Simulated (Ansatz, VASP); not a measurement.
SnO2: VASP beside Ansatz

File INCAR:

```
  PREC = Accurate
  ENCUT = 520
  EDIFF = 1E-6
  ISMEAR = -1
  SIGMA = 0.03
  LREAL = False
  LASPH = True
  NELM = 80
  ALGO = Normal
  ISIF = 2
  LWAVE = False
  LCHARG = False
  GGA = PE
  NBANDS = 35
```

File KPOINTS:

```
regular mesh
0
Gamma
  4 4 6
```

The input POSCAR:

```
SnO2
1.0
    4.7055547467      0.0000000000      0.0000000000
    0.0000000000      4.7055547467      0.0000000000
    0.0000000000      0.0000000000      3.1650141207
Sn O
2 4
Direct
    0.0000000000      0.0000000000      0.0000000000
    0.5000000000      0.5000000000      0.5000000000
    0.3056200000      0.3056200000      0.0000000000
    0.1943800000      0.8056200000      0.5000000000
    0.6943800000      0.6943800000      0.0000000000
    0.8056200000      0.1943800000      0.5000000000
```

Input for Ansatz:

```yaml
crystal:
  lattice:
    - [4.7055547467, 0.0, 0.0]
    - [0.0, 4.7055547467, 0.0]
    - [0.0, 0.0, 3.1650141207]
  atoms:
    - { symbol: Sn, position: [0.0, 0.0, 0.0] }
    - { symbol: Sn, position: [0.5, 0.5, 0.5] }
    - { symbol: O, position: [0.30562, 0.30562, 0.0] }
    - { symbol: O, position: [0.19438, 0.80562, 0.5] }
    - { symbol: O, position: [0.69438, 0.69438, 0.0] }
    - { symbol: O, position: [0.80562, 0.19438, 0.5] }
kpoints:
  mp_grid: { grid: [4, 4, 6] }
  band_path:
    path:
      - [0.0, 0.0, 0.0]
      - [0.0, 0.5, 0.0]
      - [0.5, 0.5, 0.0]
      - [0.0, 0.0, 0.0]
      - [0.0, 0.0, 0.5]
      - [0.0, 0.5, 0.5]
      - [0.5, 0.5, 0.5]
      - [0.0, 0.0, 0.5]
      - [0.0, 0.5, 0.0]
    npoints: 5
scf:
  occupations: { method: fermi_dirac, width: 0.03 }
hamiltonian:
  xc: pbe
  pseudopotentials: { kind: all_electron, lapw: { basis_error: 0.001 } }
output:
  forces: true
  stress: true
  eigenvalues: true
```

Change from the starting cell: volume scaled by 0.98.

Alike in both runs: task single point; functional PBE; k mesh 4 × 4 × 6; occupations fermi-dirac, width 0.03 eV; no spin polarisation.

|  | VASP | Ansatz |
| --- | --- | --- |
| version | VASP 6.6.1 | Ansatz 0.2.0 |
| potentials or method | VASP PAW PBE potentials, release 64 (Sn_d, O), cutoff 520 eV | all-electron LAPW, scalar-relativistic |

```csv
,VASP,Ansatz,Ansatz less VASP
gap on the k mesh at the Fermi level (eV),1.48,1.50,+0.013
pressure (GPa),16.4,15.7,-0.79
"traceless stress, the component that is largest in VASP (GPa)",2.64,2.41,-0.233
rms of the force components (eV/Å),0.059,0.049,-0.0093
```

Atom by atom the forces differ by 0.009 eV/Å (rms over components). Ansatz ran all-electron here, and VASP with PAW potentials.
